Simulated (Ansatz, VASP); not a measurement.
## MnO: VASP beside Ansatz

File INCAR:

```
PREC     = Accurate       # precision mode
ENCUT    = 600            # plane-wave cutoff, eV
EDIFF    = 1E-6           # SCF threshold, eV
ISMEAR   = 0              # smearing method
SIGMA    = 0.05           # smearing width, eV
LREAL    = F              # projectors in reciprocal space
LASPH    = T              # aspherical terms in the spheres
NELM     = 200            # most SCF steps
ALGO     = Normal         # electronic algorithm
ISIF     = 2              # what is computed and relaxed
LWAVE    = F              # write WAVECAR
LCHARG   = F              # write CHGCAR
ISPIN    = 2              # spin polarisation
MAGMOM   = 4.76 0         # initial moments
LORBIT   = 11             # projections on sites
LMAXMIX  = 4              # l up to which the mixer works
LDAU     = T              # DFT+U
LDAUTYPE = 2            
LDAUL    = 2 -1           # shell
LDAUU    = 3.9 0          # U, eV
LDAUJ    = 0 0          
LDAUPRINT= 1            
GGA      = PE             # functional
NBANDS   = 22             # bands
GGA_COMPAT= F
```

The input KPOINTS:

```
Automatic mesh
0
Gamma
  6 6 6
```

Contents of POSCAR:

```
MnO
1.0
    0.0000000000      2.2664570858      2.2664570858
    2.2664570858      0.0000000000      2.2664570858
    2.2664570858      2.2664570858      0.0000000000
Mn O
1 1
Direct
    0.0000000000      0.0000000000      0.0000000000
    0.5000000000      0.5000000000      0.5000000000
```

Input for Ansatz:

```yaml
crystal:
  lattice:
    - [0.0, 2.2664570858, 2.2664570858]
    - [2.2664570858, 0.0, 2.2664570858]
    - [2.2664570858, 2.2664570858, 0.0]
  atoms:
    - { symbol: Mn, position: [0.0, 0.0, 0.0], spin: 4.76 }
    - { symbol: O, position: [0.5, 0.5, 0.5] }
basis:
  ecutwfc: 420
  ecutrho_ratio: 4
kpoints:
  mp_grid: { grid: [6, 6, 6] }
hamiltonian:
  xc: pbe
  hubbard: { sites: [{ species: Mn, l: d, u_eff: 3.9 }] }
scf:
  occupations: { method: gaussian, width: 0.05 }
  lower_state_search: "off"
output:
  forces: true
  stress: true
  eigenvalues: true
  populations: true
  hubbard: { sites: [{ species: Mn, l: d }] }
magnetization:
  spin_polarized: true
checkpoint:
  read: start.run
  write: ck
  compress: false
  write_wavefunctions: false
  write_every: 100000
```

Alike in both runs: task single point; functional PBE; k mesh 6 × 6 × 6; occupations gaussian, width 0.05 eV; collinear spin; Hubbard terms Mn d U = 3.9 eV.

|  | VASP | Ansatz |
| --- | --- | --- |
| version | VASP 6.6.1 | Ansatz 0.2.0 |
| potentials or method | VASP PAW PBE potentials, release 64 (Mn_sv, O), cutoff 600 eV | scalar-relativistic, plane waves, PAW |
| valence electrons in the cell | 21 | 21 |

|  | VASP | Ansatz | Ansatz less VASP |
| --- | --- | --- | --- |
| gap on the k mesh at the Fermi level (eV) | 0.06 | 0.01 | -0.045 |
| least direct gap on the mesh (eV) | 2.29 | 1.40 | -0.885 |
| pressure (GPa) | -3.9 | 0.0 | +3.88 |
| net moment per atom (μB) | 2.50 | 2.50 | 0.000 |
| size of the moment on the site where the two differ most (μB) | 4.50 | 4.32 | -0.179 |

Site moments also hang on the region over which each program counts them. The programs project onto different local orbitals, so the same U acts differently, and such runs can settle in different states. Ansatz's warnings: filled band counts differ across k points, stability check not made.
